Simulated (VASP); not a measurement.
AlCo3:

```
Al Co
1.0
     3.57495    0.00000    0.00000
     0.00000    3.57495    0.00000
     0.00000    0.00000    3.57495
Al Co
1 3
Direct
  0.00000 0.00000 0.00000
  0.50000 0.50000 0.00000
  0.50000 0.00000 0.50000
  0.00000 0.50000 0.50000
```

Base run:

- Program: VASP 6.6.1
- Functional: r2SCAN
- Potentials or basis: VASP PAW PBE potentials, release 64 (Al, Co)
- Cutoff: 520 eV
- k mesh: 6 × 6 × 6, shifted
- Occupations: gaussian, width 0.1 eV
- Spin: collinear spin, ferromagnetic start
- Starting moments: [0.0, 1.76, 1.76, 1.76] μB

Its results: pressure 1.5 GPa; net moment 4.48 μB per cell; site moments Al -0.04; Co +1.57 μB.

Problem. The run is repeated on the same cell with these changes: k mesh from 6 × 6 × 6, shifted to 6 × 6 × 6. What comes out?

Solution. Pressure 2.0 GPa; net moment 4.58 μB per cell; site moments Al -0.04; Co +1.60 μB.

Caveats: the PAW data sets were made with another functional, which shifts forces and pressure a little.
